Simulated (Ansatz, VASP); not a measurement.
# Pt in VASP and in Ansatz

File INCAR:

```
SYSTEM = Pt
PREC = Accurate
ENCUT = 520
EDIFF = 1E-7
ISMEAR = 0
SIGMA = 0.15
LREAL = .FALSE.
LASPH = .TRUE.
NELM = 80
ALGO = Fast
ISIF = 2
LWAVE = .FALSE.
LCHARG = .TRUE.
GGA = CA
LELF = .TRUE.
LVHAR = .TRUE.
NBANDS = 17
```

File KPOINTS:

```
Automatic mesh
0
G
  18 18 10
  0 0 0
```

Contents of POSCAR:

```
Pt
1.0
    2.6857160603      0.0000000000      0.0000000000
   -1.3428580301      2.3258983356      0.0000000000
    0.0000000000      0.0000000000      4.6385750967
Pt
2
Direct
    0.6138639516      0.3333333333      0.7500000000
    0.3861360484      0.6666666667      0.2500000000
```

Input for Ansatz:

```yaml
crystal:
  lattice:
    - [2.6857160603, 0.0, 0.0]
    - [-1.3428580301, 2.3258983356, 0.0]
    - [0.0, 0.0, 4.6385750967]
  atoms:
    - { symbol: Pt, position: [0.6138639516, 0.3333333333, 0.75] }
    - { symbol: Pt, position: [0.3861360484, 0.6666666667, 0.25] }
basis:
  ecutwfc: 420
kpoints:
  mp_grid: { grid: [18, 18, 10] }
hamiltonian:
  xc: lda
scf:
  occupations: { method: gaussian, width: 0.15 }
output:
  forces: true
  stress: true
  eigenvalues: true
```

Change from the starting cell: mode 1 frozen in at -0.143 Å, equal normal strain along x, y and z -0.0083.

Alike in both runs: task single point; functional LDA; k mesh 18 × 18 × 10; occupations gaussian, width 0.15 eV; no spin polarisation.

```csv
,VASP,Ansatz
version,VASP 6.6.1,Ansatz 0.2.0
potentials or method,"VASP PAW LDA potentials, release 64 (Pt), cutoff 520 eV","scalar-relativistic, plane waves, PAW"
valence electrons in the cell,20,36
```

Ansatz gave:

```
gap on the k mesh at the Fermi level (eV)                     : none
pressure (GPa)                                                : 9.1
traceless stress, the component that is largest in VASP (GPa) : -1.66
rms of the force components (eV/Å)                            : 0.163
```

Question: Which values does VASP return?

Answer: gap on the k mesh at the Fermi level (eV): none; pressure (GPa): 10.0; traceless stress, the component that is largest in VASP (GPa): -1.50; rms of the force components (eV/Å): 0.164.

LDA's correlation is that of Perdew and Zunger in VASP and of Perdew and Wang (1992) in Ansatz. Atom by atom the forces differ by 0.006 eV/Å (rms over components). A gap of «none» marks a metal or a gap that the smearing closes. VASP's potentials hold 20 valence electrons a cell and Ansatz's 36, so a difference there can come from the potentials and not from the codes.

Neither program's run includes spin-orbit coupling.
